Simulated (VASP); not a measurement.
# Ta (Fd-3m) in VASP: further runs

Ta is run at these levels: PBE; tasks: single point.

Program: VASP 6.6.1. These are calculated values, not measurements. Logs are shortened: lines on timing, memory, paths and dates and some standing lists are left out, and cuts for length are marked.

**1. The cell of the first run**

The structure is cubic, space group Fd-3m (No. 227). Conventional cell: a = 6.023 Å, b = 6.023 Å, c = 6.023 Å, α = 90.00°, β = 90.00°, γ = 90.00°. Ta (site symmetry -43m) has 4 Ta at 2.61 Å within 3.4 Å.

This isn't the form of Ta at room conditions, which is bcc.

**2. Single point, PBE (27.32 Å³/atom)**

The input, INCAR:

```
PREC = Accurate
ENCUT = 520
EDIFF = 1E-6
ISMEAR = -1
SIGMA = 0.1
LREAL = F
LASPH = T
NELM = 60
ALGO = Normal
ISIF = 2
LWAVE = F
LCHARG = F
GGA = PE
NBANDS = 18
```

The input, KPOINTS:

```
regular mesh
0
Gamma
  10 10 10
```

The input, POSCAR:

```
Ta
1.0
    0.0000000000      3.0116937919      3.0116937919
    3.0116937919      0.0000000000      3.0116937919
    3.0116937919      3.0116937919      0.0000000000
Ta
2
Direct
    0.1250000000      0.1250000000      0.1250000000
    0.8750000000      0.8750000000      0.8750000000
```

Potentials or basis: VASP PAW PBE potentials, release 64 (Ta_pv).

Launch:

```
cat potpaw_PBE.64/Ta_pv/POTCAR > POTCAR
mpirun -np 1 vasp_std > vasp.out
```

OUTCAR:

```text
PREC = Accurate
   ENCUT = 520
   EDIFF = 1E-6
   ISMEAR = -1
   LREAL = F
   LASPH = T
   NELM = 60
   ISIF = 2
   GGA = PE

 ion  position               nearest neighbor table
   1  0.125  0.125  0.125-   2 2.61   2 2.61   2 2.61   2 2.61
   2  0.875  0.875  0.875-   1 2.61   1 2.61   1 2.61   1 2.61

  LATTYP: Found a face centered cubic cell.
 ALAT       =     6.0233875838

  Lattice vectors:

 A1 = (   0.0000000000,   3.0116937919,   3.0116937919)
 A2 = (   3.0116937919,   0.0000000000,   3.0116937919)
 A3 = (   3.0116937919,   3.0116937919,   0.0000000000)

Analysis of symmetry for initial positions (statically):
=====================================================================
 Subroutine PRICEL returns:
 Original cell was already a primitive cell.

 Routine SETGRP: Setting up the symmetry group for a
 face centered cubic supercell.

 Subroutine GETGRP returns: Found 48 space group operations
 (whereof 12 operations were pure point group operations)
 out of a pool of 48 trial point group operations.

The static configuration has the point symmetry D_3d.
 The point group associated with its full space group is O_h .

Analysis of symmetry for dynamics (positions and initial velocities):
=====================================================================
 Subroutine PRICEL returns:
 Original cell was already a primitive cell.

 Routine SETGRP: Setting up the symmetry group for a
 face centered cubic supercell.

 Subroutine GETGRP returns: Found 48 space group operations
 (whereof 12 operations were pure point group operations)
 out of a pool of 48 trial point group operations.

The dynamic configuration has the point symmetry D_3d.
 The point group associated with its full space group is O_h .

 Subroutine INISYM returns: Found 48 space group operations
 (whereof 12 operations are pure point group operations),
 and found     1 'primitive' translations

----------------------------------------------------------------------------------------

                                     Primitive cell

  volume of cell :      54.6339

  direct lattice vectors                    reciprocal lattice vectors
     0.000000000  3.011693792  3.011693792    -0.166019534  0.166019534  0.166019534
[... 80 lines left out ...]
   ISPIN  =      1    spin polarized calculation?
   LNONCOLLINEAR =      F non collinear calculations
   LSORBIT =      F    spin-orbit coupling
   LASPH  =      T    aspherical Exc in radial PAW
   ENCUT  =  520.0 eV  38.22 Ry    6.18 a.u.   7.92  7.92  7.92*2*pi/ulx,y,z
   NELM   =     60;   NELMIN=  2; NELMDL= -5     # of ELM steps
   EDIFF  = 0.1E-05   stopping-criterion for ELM
   LREAL  =      F    real-space projection
   EDIFFG = 0.1E-04   stopping-criterion for IOM
   NSW    =      0    number of steps for IOM
   IBRION =     -1    ionic relax: 0-MD 1-quasi-New 2-CG
   NFREE  =      0    steps in history (QN), initial steepest desc. (CG)
   ISIF   =      2    stress and relaxation
   ISYM   =      2    0-nonsym 1-usesym 2-fastsym
   POTIM  = 0.5000    time-step for ionic-motion
   TEBEG  =    0.0;   TEEND  =   0.0 temperature during run
   PSTRESS=    0.0 pullay stress
   NELECT =      22.0000    total number of electrons
   NUPDOWN=      -1.0000    fix difference up-down
   EMIN   =  10.00;   EMAX   =-10.00  energy-range for DOS
   EFERMI =   0.00;   METHOD = LEGACY
   ISMEAR =    -1;   SIGMA  =   0.10  broadening in eV -4-tet -1-fermi 0-gaus
   EFERMI_NEDOS =   21; number of points for ismear=-14 and -15
   IALGO  =     38    algorithm
   IMIX   =      4    mixing-type and parameters
     AMIX     =   0.40;   BMIX     =  1.00
     AMIX_MAG =   1.60;   BMIX_MAG =  1.00
  volume/ion in A,a.u.               =      27.32       184.34
  Fermi-wavevector in a.u.,A,eV,Ry     =   1.208913  2.284514 19.884503  1.461470
  Thomas-Fermi vector in A             =   2.344506
   LORBIT       =      0    0 simple, 1 ext, 2 COOP (PROOUT), +10 PAW based schemes
   GGA     = PE    functional components
   LHFCALC =     F    Hartree Fock is set to
   AEXX    =    0.0000 exact exchange contribution
   IVDW    =     0    specifies the selected vdW correction
   LEPSILON=     F    determine dielectric tensor
   LRPA    =     F    only Hartree local field effects (RPA)
 non-spin polarized calculation
  energy-cutoff  :      520.00
  volume of cell :       54.63
 maximum number of plane-waves:      1488
   NGX = 15   NGY = 15   NGZ = 15

 number of electron      21.9999997 magnetization

 Free energy of the ion-electron system (eV)
  ---------------------------------------------------
  ext. energy  EPLUGINS =         0.00000000
  ---------------------------------------------------
  free energy    TOTEN  =       -17.90107785 eV

  energy without entropy =      -17.77348611  energy(sigma->0) =      -17.83728198

 E-fermi :   2.2361     XC(G=0): -10.1872

 val. band max:        2.2201677900   @ k =   0.4000   0.2000   0.0000
 cond. band min:       2.2421941526   @ k =   0.1000   0.1000   0.0000
 fundamental gap:      0.0220263626
 Fermi energy:         2.2360669475

 k-point     1 :       0.0000    0.0000    0.0000
  band No.  band energies     occupation
      1     -31.9017      2.00000
      2     -31.9017      2.00000
      3     -31.9017      2.00000
      4     -31.0163      2.00000
      5     -31.0163      2.00000
      6     -31.0163      2.00000
[... 481 lines left out ...]
      5     -30.8462      2.00000
      6     -30.8395      2.00000
[... 10 lines left out ...]
     17       8.3012      0.00000
     18       8.9676      0.00000

 [... further k-points ...]

------------------------ aborting loop because EDIFF is reached ----------------------------------------

  FORCE on cell =-STRESS in cart. coord.  units (eV):
  Direction    XX          YY          ZZ          XY          YZ          ZX
  --------------------------------------------------------------------------------------
  -------------------------------------------------------------------------------------
  Total        1.0686983      1.0686983      1.0686983     -0.0000000      0.0000000      0.0000000
  in kB       31.3403094     31.3403094     31.3403094     -0.0000000      0.0000000      0.0000000
  external PRESSURE =      31.3403094 kB  Pullay stress =       0.0000000 kB

 VOLUME and BASIS-vectors are now :
 -----------------------------------------------------------------------------
  energy-cutoff  :      520.00
  volume of cell :       54.63
      direct lattice vectors                 reciprocal lattice vectors
     0.000000000  3.011693792  3.011693792    -0.166019534  0.166019534  0.166019534
     3.011693792  0.000000000  3.011693792     0.166019534 -0.166019534  0.166019534
     3.011693792  3.011693792  0.000000000     0.166019534  0.166019534 -0.166019534

 POSITION                                       TOTAL-FORCE (eV/Angst)
 -----------------------------------------------------------------------------------
      0.75292      0.75292      0.75292         0.000000      0.000000      0.000000
      5.27046      5.27046      5.27046        -0.000000     -0.000000     -0.000000
 -----------------------------------------------------------------------------------
    total drift:                                0.000000      0.000000     -0.000000

  FREE ENERGIE OF THE ION-ELECTRON SYSTEM (eV)
  ---------------------------------------------------
  free  energy   TOTEN  =       -17.9010778458 eV

  energy  without entropy=      -17.7734861086  energy(sigma->0) =      -17.83728198
```

OSZICAR:

```text
N       E                     dE             d eps       ncg     rms          rms(c)
DAV:   1     0.169741027349E+03    0.16974E+03   -0.12485E+04  1692   0.117E+03
DAV:   2    -0.138324824313E+02   -0.18357E+03   -0.18075E+03  2094   0.332E+02
DAV:   3    -0.181333752097E+02   -0.43009E+01   -0.41797E+01  2154   0.474E+01
DAV:   4    -0.181895555622E+02   -0.56180E-01   -0.55736E-01  2072   0.523E+00
DAV:   5    -0.181901229807E+02   -0.56742E-03   -0.56728E-03  2060   0.511E-01    0.127E+01
DAV:   6    -0.179546967760E+02    0.23543E+00   -0.41689E-01  2148   0.454E+00    0.674E+00
DAV:   7    -0.179045606278E+02    0.50136E-01   -0.17102E-01  2166   0.331E+00    0.111E+00
DAV:   8    -0.179009757358E+02    0.35849E-02   -0.16072E-02  1920   0.754E-01    0.105E-01
DAV:   9    -0.179010669679E+02   -0.91232E-04   -0.28531E-04  1960   0.123E-01    0.533E-02
DAV:  10    -0.179010781633E+02   -0.11195E-04   -0.20583E-05  2014   0.361E-02    0.379E-03
DAV:  11    -0.179010778458E+02    0.31755E-06   -0.10502E-06  1286   0.622E-03
   1 F= -.17901078E+02 E0= -.17837282E+02  d E =-.127592E+00
```

stdout:

```text
POSCAR found type information on POSCAR Ta
 POSCAR found :  1 types and       2 ions
 scaLAPACK will be used
 LDA part: xc-table for (Slater+PW92), standard interpolation
 POSCAR, INCAR and KPOINTS ok, starting setup
 FFT: planning ... GRIDC
 FFT: planning ... GRID_SOFT
 FFT: planning ... GRID
 WAVECAR not read
 entering main loop
```

It took 27 s on 1 thread of Intel Xeon Platinum 8259CL at 2.50GHz (Skylake/Cascade Lake), shared host; peak memory 0.19 GiB.

Results:

```
Free energy            : -17.9011 eV
Pressure               : 3.1 GPa
Band gap on the k mesh : zero (bands 11 and 12 overlap by 0.84 eV)
```

Caveat: the cell stands under pressure; spin-orbit coupling is left out, which moves the levels of the heavy elements.

**3. Single point, PBE (28.46 Å³/atom)**

This run uses another cell than the first one, of 28.46 Å³/atom.

The input, INCAR:

```
SYSTEM = Ta
PREC = Accurate
ENCUT = 520
EDIFF = 1E-7
ISMEAR = -1
SIGMA = 0.1
LREAL = .False.
LASPH = .True.
NELM = 100
ALGO = Normal
ISIF = 2
LWAVE = .False.
LCHARG = .True.
GGA = PE
LELF = .True.
LVHAR = .True.
NBANDS = 18
```

The input, KPOINTS:

```
regular mesh
0
Gamma
  10 10 10
  0 0 0
```

The input, POSCAR:

```
Ta
1.0
    0.0000000000      3.0529549985      3.0529549985
    3.0529549985      0.0000000000      3.0529549985
    3.0529549985      3.0529549985      0.0000000000
Ta
2
Direct
    0.1250000000      0.1250000000      0.1250000000
    0.8750000000      0.8750000000      0.8750000000
```

Potentials or basis: VASP PAW PBE potentials, release 64 (Ta_pv).

Launch:

```
cat potpaw_PBE.64/Ta_pv/POTCAR > POTCAR
mpirun -np 1 vasp_std > vasp.out
```

It took 41 s on 1 thread of Intel Xeon Platinum 8259CL at 2.50GHz (Skylake/Cascade Lake), shared host; peak memory 0.19 GiB.

The run converged. Its results:

```
Free energy            : -17.9238 eV
Pressure               : 0.1 GPa
Band gap on the k mesh : zero (bands 11 and 12 overlap by 0.80 eV)
```

Levels at points of the mesh, in eV from the Fermi level:
| k point | band 7 | band 8 | band 9 | band 10 | band 11 | band 12 | band 13 | band 14 | band 15 | band 16 |
| --- | --- | --- | --- | --- | --- | --- | --- | --- | --- | --- |
| (0.00, 0.00, 0.00) | -5.58 | -0.96 | -0.96 | -0.30 | -0.30 | -0.30 | 2.00 | 2.00 | 2.00 | 5.78 |
| (0.50, 0.00, 0.00) | -3.17 | -1.16 | -0.84 | -0.84 | -0.36 | -0.36 | -0.16 | 3.14 | 3.14 | 4.74 |
| (0.50, 0.50, 0.00) | -1.92 | -1.92 | -1.08 | -1.08 | -0.25 | -0.25 | 1.80 | 1.80 | 4.24 | 4.24 |

Caveat: spin-orbit coupling is left out, which moves the levels of the heavy elements.

**4. Single point, PBE (29.59 Å³/atom)**

This run uses another cell than the first one, of 29.59 Å³/atom.

The input, INCAR:

```
SYSTEM = Ta
PREC = Accurate ; ENCUT = 520
EDIFF = 1E-6 ; ISMEAR = -1
SIGMA = 0.1 ; LREAL = .False.
LASPH = .True. ; NELM = 100
ALGO = Normal ; ISIF = 2
LWAVE = .False. ; LCHARG = .False.
GGA = PE ; NBANDS = 18
```

The input, KPOINTS:

```
Automatic mesh
0
Gamma
  10 10 10
  0 0 0
```

The input, POSCAR:

```
Ta
1.0
    0.0000000000      3.0931300662      3.0931300662
    3.0931300662      0.0000000000      3.0931300662
    3.0931300662      3.0931300662      0.0000000000
Ta
2
Direct
    0.1250000000      0.1250000000      0.1250000000
    0.8750000000      0.8750000000      0.8750000000
```

Launch:

```
cat potpaw_PBE.64/Ta_pv/POTCAR > POTCAR
mpirun -np 1 vasp_std > vasp.out
```

Wall time 45 s (1 thread of Intel Xeon Platinum 8259CL at 2.50GHz (Skylake/Cascade Lake), shared host); peak memory 0.22 GiB.

It converged, with:

```
Free energy            : -17.9065 eV
Pressure               : -2.5 GPa
Band gap on the k mesh : zero (bands 11 and 12 overlap by 0.77 eV)
```

Levels at points of the mesh, in eV from the Fermi level:
```tsv
k point	band 8	band 9	band 10	band 11	band 12	band 13	band 14	band 15
(0.00, 0.00, 0.00)	-0.87	-0.87	-0.30	-0.30	-0.30	1.93	1.93	1.93
(0.50, 0.00, 0.00)	-1.06	-0.76	-0.76	-0.33	-0.33	-0.24	3.00	3.00
(0.50, 0.50, 0.00)	-1.79	-1.16	-1.16	-0.22	-0.22	1.77	1.77	4.08
```

Caveat: spin-orbit coupling is left out, which moves the levels of the heavy elements.

**5. Summary**

| cell | gap on the mesh (eV) | pressure (GPa) |
| --- | --- | --- |
| a = 4.259 Å, angles 60.0°, 2 atoms | none | 3.1 |
| a = 4.318 Å, angles 60.0°, 2 atoms | none | 0.1 |
| a = 4.374 Å, angles 60.0°, 2 atoms | none | -2.5 |

Alike in all rows: task single point; level PBE; potentials or basis VASP PAW PBE potentials, release 64 (Ta_pv); no spin polarisation; k mesh 10 × 10 × 10; cutoff (eV) 520; smearing fermi-dirac 0.1 eV.

Caveats: spin-orbit coupling is left out, which moves the levels of the heavy elements; the cell stands under pressure (at least some runs).

Total energies depend on the potentials used, so only differences within one code and one set of settings carry meaning.
